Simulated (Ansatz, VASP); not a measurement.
## SnTe: VASP beside Ansatz

```xyz
2
Lattice="0.0000 3.1923 3.1923 3.1923 0.0000 3.1923 3.1923 3.1923 0.0000" Properties=species:S:1:pos:R:3 pbc="T T T"
Te    3.1923    3.1923    3.1923
Sn    0.0000    0.0000    0.0000
```

Alike in both runs: task single point; functional HSE06; k mesh 4 × 4 × 4; occupations fermi-dirac, width 0.05 eV; no spin polarisation.

|  | VASP | Ansatz |
| --- | --- | --- |
| version | VASP 6.6.1 | Ansatz 0.2.0 |
| potentials or method | VASP PAW PBE potentials, release 64 (Te, Sn_d) | Ansatz PAW |
| plane-wave cutoff (eV) | 520 | 420 |
| valence electrons in the cell | 20 | 30 |

|  | VASP | Ansatz | Ansatz less VASP |
| --- | --- | --- | --- |
| gap on the k mesh at the Fermi level (eV) | 0.20 | 0.26 | +0.056 |
| least direct gap on the mesh (eV) | 0.20 | 0.26 | +0.056 |
| pressure (GPa) | -0.8 | -0.5 | +0.26 |

With one functional, cell and mesh, what is left measures potentials, basis and numerics. VASP's potentials hold 20 valence electrons a cell and Ansatz's 30, so a difference there can come from the potentials and not from the codes.

The k mesh is coarse, so the values compare programs but aren't converged. Spin-orbit coupling is off throughout.
